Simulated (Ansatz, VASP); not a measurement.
## TaN in VASP and in Ansatz

File INCAR:

```
SYSTEM = TaN
  ALGO = Normal
  EDIFF = 1E-6
  ENCUT = 520
  GGA = PE
  ISIF = 2
  ISMEAR = 0
  LASPH = .TRUE.
  LCHARG = .FALSE.
  LREAL = .FALSE.
  LWAVE = .FALSE.
  NBANDS = 15
  NELM = 60
  PREC = Accurate
  SIGMA = 0.05
```

File KPOINTS:

```
k-points
0
G
  16 16 16
  0 0 0
```

POSCAR

```
TaN
1.0
    0.0000000000      2.1790000000      2.1790000000
    2.1790000000      0.0000000000      2.1790000000
    2.1790000000      2.1790000000      0.0000000000
Ta N
1 1
Direct
    0.5000000000      0.5000000000      0.5000000000
    0.0000000000      0.0000000000      0.0000000000
```

Input for Ansatz:

```yaml
crystal:
  lattice:
    - [0.0, 2.179, 2.179]
    - [2.179, 0.0, 2.179]
    - [2.179, 2.179, 0.0]
  atoms:
    - { symbol: Ta, position: [0.5, 0.5, 0.5] }
    - { symbol: "N", position: [0.0, 0.0, 0.0] }
basis:
  ecutwfc: 420
kpoints:
  mp_grid: { grid: [16, 16, 16] }
hamiltonian:
  xc: pbe
scf:
  occupations: { method: gaussian, width: 0.05 }
output:
  forces: true
  eigenvalues: true
  eigenstates:
    nscf_kmesh: { grid: [34, 34, 34] }
    top_band: c6
    de_dk: true
    localisation: true
  stress: true
checkpoint:
  write: ck
  compress: false
  write_wavefunctions: false
  write_every: 100000
```

Alike in both runs: task single point; functional PBE; k mesh 16 × 16 × 16; occupations gaussian, width 0.05 eV; no spin polarisation.

|  | VASP | Ansatz |
| --- | --- | --- |
| version | VASP 6.6.1 | Ansatz 0.2.0 |
| potentials or method | VASP PAW PBE potentials, release 64 (Ta_pv, N), cutoff 520 eV | scalar-relativistic, plane waves, PAW |
| valence electrons in the cell | 16 | 18 |

```csv
,VASP,Ansatz,Ansatz less VASP
pressure (GPa),15.6,14.6,-0.97
```

VASP's potentials hold 16 valence electrons a cell and Ansatz's 18, so a difference there can come from the potentials and not from the codes.

Neither program's run includes spin-orbit coupling.
